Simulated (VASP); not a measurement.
# Al2O3 (P-4m2) in VASP: notebook, part 2 of 3

VASP 6.6.1.

### 3 Relaxation of cell and atoms, PBE

Input file INCAR:

```
  PREC = Accurate
  ENCUT = 600
  EDIFF = 1E-6
  ISMEAR = 0
  SIGMA = 0.1
  LREAL = False
  LASPH = True
  NELM = 60
  ALGO = Normal
  ISIF = 3
  LWAVE = False
  LCHARG = False
  GGA = PE
  IBRION = 2
  NSW = 90
  EDIFFG = -0.04
```

Input file KPOINTS:

```
regular mesh
0
Gamma
  4 4 6
```

Input file POSCAR:

```
Al2O3
1.0
    4.3577205600      0.0000000000      0.0000000000
    0.0000000000      4.3577205600      0.0000000000
    0.0000000000      0.0000000000      3.6667896600
Al O
2 3
Direct
    0.0000000000      0.0000000000      0.5000000000
    0.5000000000      0.5000000000      0.0000000000
    0.0000000000      0.0000000000      0.0000000000
    0.0000000000      0.5000000000      0.4759434000
    0.5000000000      0.0000000000      0.5240566000
```

Potentials or basis: VASP PAW PBE potentials, release 64 (Al, O).

Run with:

```bash
$ cat potpaw_PBE.64/Al/POTCAR potpaw_PBE.64/O/POTCAR > POTCAR
$ mpirun -np 1 vasp_std > vasp.out
```

OUTCAR:

```text
PREC = Accurate
   ENCUT = 600
   EDIFF = 1E-6
   ISMEAR = 0
   LREAL = False
   LASPH = True
   NELM = 60
   ISIF = 3
   GGA = PE
   IBRION = 2
   NSW = 90
   EDIFFG = -0.04

 ion  position               nearest neighbor table
   1  0.000  0.000  0.500-   3 1.83   3 1.83   5 2.18   4 2.18   4 2.18   5 2.18
   2  0.500  0.500  0.000-
   3  0.000  0.000  0.000-   1 1.83   1 1.83
   4  0.000  0.500  0.476-   1 2.18   1 2.18
   5  0.500  0.000  0.524-   1 2.18   1 2.18

  LATTYP: Found a simple tetragonal cell.
 ALAT       =     4.3577205600
 C/A-ratio  =     0.8414467173

  Lattice vectors:

 A1 = (   4.3577205600,   0.0000000000,   0.0000000000)
 A2 = (   0.0000000000,   4.3577205600,   0.0000000000)
 A3 = (   0.0000000000,   0.0000000000,   3.6667896600)

Analysis of symmetry for initial positions (statically):
=====================================================================
 Subroutine PRICEL returns:
 Original cell was already a primitive cell.

 Routine SETGRP: Setting up the symmetry group for a
 simple tetragonal supercell.

 Subroutine GETGRP returns: Found  8 space group operations
 (whereof  8 operations were pure point group operations)
 out of a pool of 16 trial point group operations.

The static configuration has the point symmetry D_2d.

Analysis of symmetry for dynamics (positions and initial velocities):
=====================================================================
 Subroutine PRICEL returns:
 Original cell was already a primitive cell.

 Routine SETGRP: Setting up the symmetry group for a
 simple tetragonal supercell.

 Subroutine GETGRP returns: Found  8 space group operations
 (whereof  8 operations were pure point group operations)
 out of a pool of 16 trial point group operations.

The dynamic configuration has the point symmetry D_2d.

 Subroutine INISYM returns: Found  8 space group operations
 (whereof  8 operations are pure point group operations),
 and found     1 'primitive' translations

[... 100 lines left out ...]
   LREAL  =      F    real-space projection
   EDIFFG = -.4E-01   stopping-criterion for IOM
   NSW    =     90    number of steps for IOM
   IBRION =      2    ionic relax: 0-MD 1-quasi-New 2-CG
   NFREE  =      1    steps in history (QN), initial steepest desc. (CG)
   ISIF   =      3    stress and relaxation
   ISYM   =      2    0-nonsym 1-usesym 2-fastsym
   POTIM  = 0.5000    time-step for ionic-motion
   TEBEG  =    0.0;   TEEND  =   0.0 temperature during run
   PSTRESS=    0.0 pullay stress
   NELECT =      24.0000    total number of electrons
   NUPDOWN=      -1.0000    fix difference up-down
   EMIN   =  10.00;   EMAX   =-10.00  energy-range for DOS
   EFERMI =   0.00;   METHOD = LEGACY
   ISMEAR =     0;   SIGMA  =   0.10  broadening in eV -4-tet -1-fermi 0-gaus
   EFERMI_NEDOS =   21; number of points for ismear=-14 and -15
   IALGO  =     38    algorithm
   IMIX   =      4    mixing-type and parameters
     AMIX     =   0.40;   BMIX     =  1.00
     AMIX_MAG =   1.60;   BMIX_MAG =  1.00
  volume/ion in A,a.u.               =      13.93        93.98
  Fermi-wavevector in a.u.,A,eV,Ry     =   1.147828  2.169081 17.925815  1.317510
  Thomas-Fermi vector in A             =   2.284506
   LORBIT       =      0    0 simple, 1 ext, 2 COOP (PROOUT), +10 PAW based schemes
   GGA     = PE    functional components
   LHFCALC =     F    Hartree Fock is set to
   AEXX    =    0.0000 exact exchange contribution
   IVDW    =     0    specifies the selected vdW correction
   LEPSILON=     F    determine dielectric tensor
   LRPA    =     F    only Hartree local field effects (RPA)
 conjugate gradient relaxation of ions
 non-spin polarized calculation
 Gauss-broadening in eV      SIGMA  =   0.10
  energy-cutoff  :      600.00
  volume of cell :       69.63
 maximum number of plane-waves:      2344
 NGX is ok and might be reduce to    36
   NGX = 17   NGY = 17   NGZ = 15

--------------------------------------- Ionic step        1  -------------------------------------------

 number of electron      23.9999994 magnetization

 Free energy of the ion-electron system (eV)
  ---------------------------------------------------
  ext. energy  EPLUGINS =         0.00000000
  ---------------------------------------------------
  free energy    TOTEN  =       -28.42481648 eV

  energy without entropy =      -28.41367946  energy(sigma->0) =      -28.41924797

 E-fermi :   2.5769     XC(G=0):  -9.6340

 val. band max:        2.5752185288   @ k =   0.5000   0.5000   0.3333
 cond. band min:       2.6726682669   @ k =   0.5000   0.0000   0.5000
 fundamental gap:      0.0974497381
 Fermi energy:         2.5768659793
[... 1018 lines left out ...]
      3      -6.5334      2.00000
      4       0.1995      2.00000
      5       0.1995      2.00000
      6       4.0145      2.00000
[... 8 lines left out ...]
     15      18.0273      0.00000
     16      19.6344      0.00000

[... ionic steps 4 to 31 ...]

--------------------------------------- Ionic step       32  -------------------------------------------

 number of electron      23.9999979 magnetization

------------------------ aborting loop because EDIFF is reached ----------------------------------------
[... 73 lines left out ...]
--------------------------------------- Ionic step       34  -------------------------------------------

 number of electron      23.9999977 magnetization

 Free energy of the ion-electron system (eV)
  ---------------------------------------------------
  ext. energy  EPLUGINS =         0.00000000
  ---------------------------------------------------
  free energy    TOTEN  =       -33.09495319 eV

  energy without entropy =      -33.09495319  energy(sigma->0) =      -33.09495319

 E-fermi :   7.0668     XC(G=0): -11.2591

 val. band max:        6.6310106761   @ k =   0.0000   0.0000   0.0000
 cond. band min:       8.3573761325   @ k =   0.0000   0.0000   0.0000
 fundamental gap:      1.7263654564
 Fermi energy:         7.0667583619
[... 486 lines left out ...]
  FREE ENERGIE OF THE ION-ELECTRON SYSTEM (eV)
  ---------------------------------------------------
  free  energy   TOTEN  =       -33.0949531873 eV

  energy  without entropy=      -33.0949531873  energy(sigma->0) =      -33.09495319

 reached required accuracy - stopping structural energy minimisation
```

OSZICAR:

```text
N       E                     dE             d eps       ncg     rms          rms(c)
DAV:   1     0.109944050671E+03    0.10994E+03   -0.12434E+04   768   0.149E+03
DAV:   2    -0.275980557765E+02   -0.13754E+03   -0.13423E+03  1056   0.254E+02
DAV:   3    -0.350581068210E+02   -0.74601E+01   -0.74489E+01   904   0.694E+01
DAV:   4    -0.351175583269E+02   -0.59452E-01   -0.59423E-01  1024   0.660E+00
[... 334 lines left out ...]
DAV:   1    -0.330961181336E+02   -0.16625E-02   -0.34770E-02   768   0.174E+00    0.251E-01
DAV:   2    -0.330949764229E+02    0.11417E-02   -0.50424E-03   816   0.542E-01    0.374E-02
DAV:   3    -0.330949617416E+02    0.14681E-04   -0.86591E-05   960   0.836E-02    0.179E-02
DAV:   4    -0.330949538523E+02    0.78893E-05   -0.10940E-05   880   0.291E-02    0.553E-03
DAV:   5    -0.330949531873E+02    0.66505E-06   -0.10037E-06   456   0.874E-03
  34 F= -.33094953E+02 E0= -.33094953E+02  d E =-.497570E-03
```

CONTCAR:

```text
Al2O3
   1.00000000000000
     2.8949793112547049    0.0000000000000000    0.0000000000000000
     0.0000000000000000    2.8949793112547049    0.0000000000000000
     0.0000000000000000    0.0000000000000000    5.5518453652101822
  Al              O
     2     3
Direct
     0.0000000000000000    0.0000000000000000    0.5000000000000000
     0.5000000000000000    0.5000000000000000    0.0000000000000000
     1.0000000000000000    0.0000000000000000    0.0000000000000000
     0.0000000000000000    0.5000000000000000    0.3293096638975664
     0.5000000000000000    0.0000000000000000    0.6706903361024336

  0.00000000E+00  0.00000000E+00  0.00000000E+00
  0.00000000E+00  0.00000000E+00  0.00000000E+00
  0.00000000E+00  0.00000000E+00  0.00000000E+00
  0.00000000E+00  0.00000000E+00  0.00000000E+00
  0.00000000E+00  0.00000000E+00  0.00000000E+00
```

Run time: 12 min. Hardware: 1 thread of Intel Xeon 8259CL, shared host; peak memory 0.22 GiB.

Results:

* Free energy: -33.0950 eV
* Relaxed volume: 9.31 Å³/atom
* Relaxed cell: a = 2.895 Å, b = 2.895 Å, c = 5.552 Å, α = 90.00°, β = 90.00°, γ = 90.00°
* Space group after relaxing (to 0.1 Å): P-4m2 (No. 115)
* Pressure after relaxing: 0.1 GPa
* Largest force after relaxing: 0.030 eV/Å
* Band gap on the k mesh: 1.73 eV

Forces in eV/Å, atoms in the order of the input:
```
Al   0.000  0.000  0.000
Al   0.000  0.000  0.000
O    0.000  0.000  0.000
O    0.000  0.000  0.030
O    0.000  0.000 -0.030
```

Final structure:
```
Al O
1.0
     2.89498    0.00000    0.00000
     0.00000    2.89498    0.00000
     0.00000    0.00000    5.55185
Al O
2 3
Direct
  0.00000 0.00000 0.50000
  0.50000 0.50000 0.00000
  0.00000 0.00000 0.00000
  0.00000 0.50000 0.32931
  0.50000 0.00000 0.67069
```

Caveat: the volume moved by over 15 % at a fixed basis, so the end points are rough. A k mesh can miss the band edges.

[end of part 2 of 3]
